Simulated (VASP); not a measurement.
A run of VASP 6.6.1 is set up as follows.

Contents of INCAR:

```
SYSTEM = Na
  PREC = Accurate
  ENCUT = 520
  EDIFF = 1E-6
  ISMEAR = -1
  SIGMA = 0.1
  LREAL = .False.
  LASPH = .True.
  NELM = 80
  ALGO = Normal
  ISIF = 2
  LWAVE = .False.
  LCHARG = .False.
  GGA = PE
  NBANDS = 10
```

KPOINTS

```
Automatic mesh
0
Gamma
  10 10 10
  0 0 0
```

Contents of POSCAR:

```
Na
1.0
    3.3682863539      0.0000000000      0.0000000000
    0.0000000000      3.3682863539      0.0000000000
    0.0000000000      0.0000000000      3.3682863539
Na
1
Direct
    0.0000000000      0.0000000000      0.0000000000
```

Potentials or basis: VASP PAW PBE potentials, release 64 (Na_pv).

Run with:

```bash
$ cat potpaw_PBE.64/Na_pv/POTCAR > POTCAR
$ mpirun -np 1 vasp_std > vasp.out
```

(1) What does it give for the pressure?

Results:

(1) 0.3 GPa.
